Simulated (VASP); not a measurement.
# RbBr (Pm-3m) in VASP: a series of runs

The runs below take RbBr through relaxation of cell and atoms, with LDA, PBE, PBEsol.

Everything below comes from runs of VASP 6.6.1. Logs are shortened: lines on timing, memory, paths and dates and some standing lists are left out, and cuts for length are marked.

## (1) The cell of the first run

The structure is cubic, space group Pm-3m (No. 221). The conventional cell has a = 4.126 Å, b = 4.126 Å, c = 4.126 Å, α = 90.00°, β = 90.00°, γ = 90.00°. Rb (site symmetry m-3m) has 8 Br at 3.57 Å and 6 Rb at 4.13 Å within 4.7 Å. Within 4.7 Å of Br (site symmetry m-3m) lie 8 Rb at 3.57 Å and 6 Br at 4.13 Å.

## (2) Relaxation of cell and atoms, LDA

The input, INCAR:

```
PREC = Accurate
ENCUT = 600
EDIFF = 1E-6
ISMEAR = -1
SIGMA = 0.05
LREAL = False
LASPH = True
NELM = 60
ALGO = Normal
ISIF = 3
LWAVE = False
LCHARG = False
IBRION = 2
NSW = 80
EDIFFG = -0.02
```

The input, KPOINTS:

```
Automatic mesh
0
Gamma
  7 7 7
```

The input, POSCAR:

```
RbBr
1.0
    4.1260773000      0.0000000000      0.0000000000
    0.0000000000      4.1260773000      0.0000000000
    0.0000000000      0.0000000000      4.1260773000
Rb Br
1 1
Direct
    0.0000000000      0.0000000000      0.0000000000
    0.5000000000      0.5000000000      0.5000000000
```

Potentials or basis: VASP PAW LDA potentials, release 64 (Rb_sv, Br).

Run with:

```sh
cat potpaw_LDA.64/Rb_sv/POTCAR potpaw_LDA.64/Br/POTCAR > POTCAR
mpirun -np 1 vasp_std > vasp.out
```

OUTCAR:

```text
PREC = Accurate
   ENCUT = 600
   EDIFF = 1E-6
   ISMEAR = -1
   LREAL = False
   LASPH = True
   NELM = 60
   ISIF = 3
   IBRION = 2
   NSW = 80
   EDIFFG = -0.02

 ion  position               nearest neighbor table
   1  0.000  0.000  0.000-   2 3.57   2 3.57   2 3.57   2 3.57   2 3.57   2 3.57   2 3.57   2 3.57

   2  0.500  0.500  0.500-   1 3.57   1 3.57   1 3.57   1 3.57   1 3.57   1 3.57   1 3.57   1 3.57

  LATTYP: Found a simple cubic cell.
 ALAT       =     4.1260773000

  Lattice vectors:

 A1 = (   4.1260773000,   0.0000000000,   0.0000000000)
 A2 = (   0.0000000000,   4.1260773000,   0.0000000000)
 A3 = (   0.0000000000,   0.0000000000,   4.1260773000)

Analysis of symmetry for initial positions (statically):
=====================================================================
 Subroutine PRICEL returns:
 Original cell was already a primitive cell.

 Routine SETGRP: Setting up the symmetry group for a
 simple cubic supercell.

 Subroutine GETGRP returns: Found 48 space group operations
 (whereof 48 operations were pure point group operations)
 out of a pool of 48 trial point group operations.

The static configuration has the point symmetry O_h .

Analysis of symmetry for dynamics (positions and initial velocities):
=====================================================================
 Subroutine PRICEL returns:
 Original cell was already a primitive cell.

 Routine SETGRP: Setting up the symmetry group for a
 simple cubic supercell.

 Subroutine GETGRP returns: Found 48 space group operations
 (whereof 48 operations were pure point group operations)
 out of a pool of 48 trial point group operations.

The dynamic configuration has the point symmetry O_h .

 Subroutine INISYM returns: Found 48 space group operations
 (whereof 48 operations are pure point group operations),
 and found     1 'primitive' translations

----------------------------------------------------------------------------------------

                                     Primitive cell

  volume of cell :      70.2445

  direct lattice vectors                    reciprocal lattice vectors
     4.126077300  0.000000000  0.000000000     0.242360947  0.000000000  0.000000000
     0.000000000  4.126077300  0.000000000     0.000000000  0.242360947  0.000000000
     0.000000000  0.000000000  4.126077300     0.000000000  0.000000000  0.242360947

  length of vectors
     4.126077300  4.126077300  4.126077300     0.242360947  0.242360947  0.242360947

  position of ions in fractional coordinates (direct lattice)
     0.000000000  0.000000000  0.000000000
     0.500000000  0.500000000  0.500000000
[... 68 lines left out ...]
   LSORBIT =      F    spin-orbit coupling
   LASPH  =      T    aspherical Exc in radial PAW
   ENCUT  =  600.0 eV  44.10 Ry    6.64 a.u.   8.24  8.24  8.24*2*pi/ulx,y,z
   NELM   =     60;   NELMIN=  2; NELMDL= -5     # of ELM steps
   EDIFF  = 0.1E-05   stopping-criterion for ELM
   LREAL  =      F    real-space projection
   EDIFFG = -.2E-01   stopping-criterion for IOM
   NSW    =     80    number of steps for IOM
   IBRION =      2    ionic relax: 0-MD 1-quasi-New 2-CG
   NFREE  =      1    steps in history (QN), initial steepest desc. (CG)
   ISIF   =      3    stress and relaxation
   ISYM   =      2    0-nonsym 1-usesym 2-fastsym
   POTIM  = 0.5000    time-step for ionic-motion
   TEBEG  =    0.0;   TEEND  =   0.0 temperature during run
   PSTRESS=    0.0 pullay stress
   NELECT =      16.0000    total number of electrons
   NUPDOWN=      -1.0000    fix difference up-down
   EMIN   =  10.00;   EMAX   =-10.00  energy-range for DOS
   EFERMI =   0.00;   METHOD = LEGACY
   ISMEAR =    -1;   SIGMA  =   0.05  broadening in eV -4-tet -1-fermi 0-gaus
   EFERMI_NEDOS =   21; number of points for ismear=-14 and -15
   IALGO  =     38    algorithm
   IMIX   =      4    mixing-type and parameters
     AMIX     =   0.40;   BMIX     =  1.00
     AMIX_MAG =   1.60;   BMIX_MAG =  1.00
  volume/ion in A,a.u.               =      35.12       237.02
  Fermi-wavevector in a.u.,A,eV,Ry     =   0.999795  1.889338 13.600238  0.999589
  Thomas-Fermi vector in A             =   2.132108
   LORBIT       =      0    0 simple, 1 ext, 2 COOP (PROOUT), +10 PAW based schemes
   GGA     = CA    functional components
   LHFCALC =     F    Hartree Fock is set to
   AEXX    =    0.0000 exact exchange contribution
   IVDW    =     0    specifies the selected vdW correction
   LEPSILON=     F    determine dielectric tensor
   LRPA    =     F    only Hartree local field effects (RPA)
 conjugate gradient relaxation of ions
 non-spin polarized calculation
  energy-cutoff  :      600.00
  volume of cell :       70.24
 maximum number of plane-waves:      2363
 NGX is ok and might be reduce to    36
   NGX = 17   NGY = 17   NGZ = 17

--------------------------------------- Ionic step        1  -------------------------------------------

 number of electron      16.0000001 magnetization

 Free energy of the ion-electron system (eV)
  ---------------------------------------------------
  ext. energy  EPLUGINS =         0.00000000
  ---------------------------------------------------
  free energy    TOTEN  =        -6.66867741 eV

  energy without entropy =       -6.66867741  energy(sigma->0) =       -6.66867741

------------------------ aborting loop because EDIFF is reached ----------------------------------------

  FORCE on cell =-STRESS in cart. coord.  units (eV):
  Direction    XX          YY          ZZ          XY          YZ          ZX
  --------------------------------------------------------------------------------------
  -------------------------------------------------------------------------------------
  Total       -0.8480739     -0.8480739     -0.8480739     -0.0000000     -0.0000000      0.0000000
  in kB      -19.3433736    -19.3433736    -19.3433736     -0.0000000     -0.0000000      0.0000000
  external PRESSURE =     -19.3433736 kB  Pullay stress =       0.0000000 kB
[... 95 lines left out ...]
--------------------------------------- Ionic step        4  -------------------------------------------

 number of electron      15.9999999 magnetization

 Free energy of the ion-electron system (eV)
  ---------------------------------------------------
  ext. energy  EPLUGINS =         0.00000000
  ---------------------------------------------------
  free energy    TOTEN  =        -6.72015005 eV

  energy without entropy =       -6.72015005  energy(sigma->0) =       -6.72015005

 E-fermi :   0.8550     XC(G=0):  -8.8915

 val. band max:       -0.2769606576   @ k =   0.4286   0.4286   0.0000
 cond. band min:       3.8700150836   @ k =   0.0000   0.0000   0.0000
 fundamental gap:      4.1469757412
 Fermi energy:         0.8550349903

 k-point     1 :       0.0000    0.0000    0.0000
  band No.  band energies     occupation
      1     -25.0627      2.00000
      2     -13.1044      2.00000
      3      -9.0860      2.00000
      4      -9.0860      2.00000
      5      -9.0860      2.00000
      6      -0.4013      2.00000
      7      -0.4013      2.00000
      8      -0.4013      2.00000
      9       3.8700      0.00000
     10       4.8926      0.00000
     11       4.8926      0.00000
     12       9.8665      0.00000
[... 312 lines left out ...]
  FREE ENERGIE OF THE ION-ELECTRON SYSTEM (eV)
  ---------------------------------------------------
  free  energy   TOTEN  =        -6.7201500496 eV

  energy  without entropy=       -6.7201500495  energy(sigma->0) =       -6.72015005

 reached required accuracy - stopping structural energy minimisation
```

OSZICAR:

```text
N       E                     dE             d eps       ncg     rms          rms(c)
DAV:   1     0.925121362183E+02    0.92512E+02   -0.76428E+03   480   0.130E+03
DAV:   2    -0.149268024703E+01   -0.94005E+02   -0.88253E+02   688   0.200E+02
DAV:   3    -0.678270596026E+01   -0.52900E+01   -0.52703E+01   604   0.533E+01
[... 32 lines left out ...]
DAV:   2    -0.672074795229E+01    0.25219E-02   -0.50401E-03   568   0.498E-01    0.120E-01
DAV:   3    -0.672014107926E+01    0.60687E-03   -0.21512E-03   676   0.297E-01    0.362E-02
DAV:   4    -0.672014635313E+01   -0.52739E-05   -0.62781E-05   608   0.463E-02    0.184E-02
DAV:   5    -0.672014970033E+01   -0.33472E-05   -0.12585E-05   824   0.215E-02    0.815E-03
DAV:   6    -0.672015004956E+01   -0.34923E-06   -0.12123E-06   332   0.919E-03
   4 F= -.67201500E+01 E0= -.67201500E+01  d E =-.514726E-01
```

It took 76 s on 1 thread of Intel Xeon 8259CL, shared host; peak memory 0.2 GiB.

Results:

* Free energy: -6.7202 eV
* Relaxed volume: 31.31 Å³/atom
* Relaxed cell: a = 3.971 Å, b = 3.971 Å, c = 3.971 Å, α = 90.00°, β = 90.00°, γ = 90.00°
* Space group after relaxing (to 0.1 Å): Pm-3m (No. 221)
* Energy gained by relaxing: 25.7 meV/atom
* Ionic steps: 4
* Pressure after relaxing: 0.0 GPa
* Band gap on the k mesh: 4.15 eV (least direct gap 4.27 eV)

Step by step:
```csv
step,energy change (eV),largest force (eV/Å),pressure (GPa),volume (Å³)
1,0.0000,0.0000,-1.93,70.24
2,-0.0400,0.0000,-1.03,66.02
3,-0.0513,0.0000,-0.12,62.99
4,-0.0515,0.0000,0.01,62.63
```

Final structure:
```
Rb Br
1.0
     3.97116    0.00000    0.00000
     0.00000    3.97116    0.00000
     0.00000    0.00000    3.97116
Rb Br
1 1
Direct
  0.00000 0.00000 0.00000
  0.50000 0.50000 0.50000
```

Caveat: an odd mesh through Γ misses points on the zone boundary, where band edges can lie.

## (3) Relaxation of cell and atoms, PBE

The input, INCAR:

```
PREC = Accurate
ENCUT = 600
EDIFF = 1E-7
ISMEAR = -1
SIGMA = 0.05
LREAL = False
LASPH = True
NELM = 100
ALGO = Normal
ISIF = 3
LWAVE = False
LCHARG = False
GGA = PE
IBRION = 2
NSW = 80
EDIFFG = -0.02
```

KPOINTS is that of step 2.

POSCAR is that of step 2.

Potentials or basis: VASP PAW PBE potentials, release 64 (Rb_sv, Br).

Run with:

```sh
cat potpaw_PBE.64/Rb_sv/POTCAR potpaw_PBE.64/Br/POTCAR > POTCAR
mpirun -np 1 vasp_std > vasp.out
```

It took 92 s on 1 thread of Intel Xeon 8259CL, shared host; peak memory 0.22 GiB.

Results (log left out):

| Quantity | Value |
| --- | --- |
| Free energy | -6.0052 eV |
| Relaxed volume | 37.13 Å³/atom |
| Relaxed cell | a = 4.203 Å, b = 4.203 Å, c = 4.203 Å, α = 90.00°, β = 90.00°, γ = 90.00° |
| Space group after relaxing (to 0.1 Å) | Pm-3m (No. 221) |
| Energy gained by relaxing | 4.7 meV/atom |
| Ionic steps | 3 |
| Pressure after relaxing | 0.0 GPa |
| Band gap on the k mesh | 3.92 eV (least direct gap 4.05 eV) |

Step by step:
```csv
step,energy change (eV),largest force (eV/Å),pressure (GPa),volume (Å³)
1,0.0000,0.0000,0.84,70.24
2,-0.0072,0.0000,0.39,72.13
3,-0.0094,0.0000,-0.04,74.26
```

Final structure:
```
CELL_PARAMETERS angstrom
4.20317 0.00000 0.00000
0.00000 4.20317 0.00000
0.00000 0.00000 4.20317
ATOMIC_POSITIONS crystal
Rb 0.00000 0.00000 0.00000
Br 0.50000 0.50000 0.50000
```

Levels at points of the mesh, in eV from the valence-band top:
```csv
k point,band 6,band 7,band 8,band 9,band 10,band 11
"(0.00, 0.00, 0.00)",-0.13,-0.13,-0.13,3.92,5.66,5.66
```

Caveat: an odd mesh through Γ misses points on the zone boundary, where band edges can lie.

## (4) Relaxation of cell and atoms, PBEsol

The input, INCAR:

```
PREC = Accurate ; ENCUT = 600
EDIFF = 1E-6 ; ISMEAR = -1
SIGMA = 0.05 ; LREAL = False
LASPH = True ; NELM = 60
ALGO = Normal ; ISIF = 3
LWAVE = False ; LCHARG = False
GGA = PS ; IBRION = 2
NSW = 80 ; EDIFFG = -0.02
```

KPOINTS is that of step 3.

POSCAR is that of step 3.

Run with:

```sh
cat potpaw_PBE.64/Rb_sv/POTCAR potpaw_PBE.64/Br/POTCAR > POTCAR
mpirun -np 1 vasp_std > vasp.out
```

Run time: 75 s. Hardware: 1 thread of Intel Xeon 8259CL, shared host; peak memory 0.22 GiB.

It converged, with:

- Free energy: -6.3013 eV
- Relaxed volume: 33.82 Å³/atom
- Relaxed cell: a = 4.074 Å, b = 4.074 Å, c = 4.074 Å, α = 90.00°, β = 90.00°, γ = 90.00°
- Space group after relaxing (to 0.1 Å): Pm-3m (No. 221)
- Energy gained by relaxing: 2.2 meV/atom
- Ionic steps: 3
- Pressure after relaxing: 0.0 GPa
- Band gap on the k mesh: 4.05 eV (least direct gap 4.19 eV)

Step by step:
| step | energy change (eV) | largest force (eV/Å) | pressure (GPa) | volume (Å³) |
| --- | --- | --- | --- | --- |
| 1 | 0.0000 | 0.0000 | -0.56 | 70.24 |
| 2 | -0.0033 | 0.0000 | -0.30 | 69.01 |
| 3 | -0.0045 | 0.0000 | 0.03 | 67.64 |

Final structure:
```xyz
2
Lattice="4.0744 0.0000 0.0000 0.0000 4.0744 0.0000 0.0000 0.0000 4.0744" Properties=species:S:1:pos:R:3 pbc="T T T"
Rb    0.0000    0.0000    0.0000
Br    2.0372    2.0372    2.0372
```

Levels at points of the mesh, in eV from the valence-band top:
```csv
k point,band 4,band 5,band 6,band 7,band 8,band 9,band 10,band 11,band 12
"(0.00, 0.00, 0.00)",-8.94,-8.94,-0.13,-0.13,-0.13,4.05,5.44,5.44,10.03
```

Caveat: the PAW data sets were made with another functional, which shifts forces and pressure a little; an odd mesh through Γ misses points on the zone boundary, where band edges can lie.

## (5) The runs side by side

| level | potentials or basis | gap on the mesh (eV) | pressure (GPa) | relaxed volume (Å³/atom) |
| --- | --- | --- | --- | --- |
| LDA | VASP PAW LDA potentials, release 64 (Rb_sv, Br) | 4.15 | 0.0 | 31.31 |
| PBE | VASP PAW PBE potentials, release 64 (Rb_sv, Br) | 3.92 | 0.0 | 37.13 |
| PBEsol | VASP PAW PBE potentials, release 64 (Rb_sv, Br) | 4.05 | 0.0 | 33.82 |

Alike in all rows: task relaxation of cell and atoms; no spin polarisation; cell relaxed; k mesh 7 × 7 × 7; cutoff (eV) 600; smearing fermi-dirac 0.05 eV.

Caveats: an odd mesh through Γ misses points on the zone boundary, where band edges can lie; the PAW data sets were made with another functional, which shifts forces and pressure a little (at least some runs).

Total energies depend on the potentials used, so only differences within one code and one set of settings carry meaning.
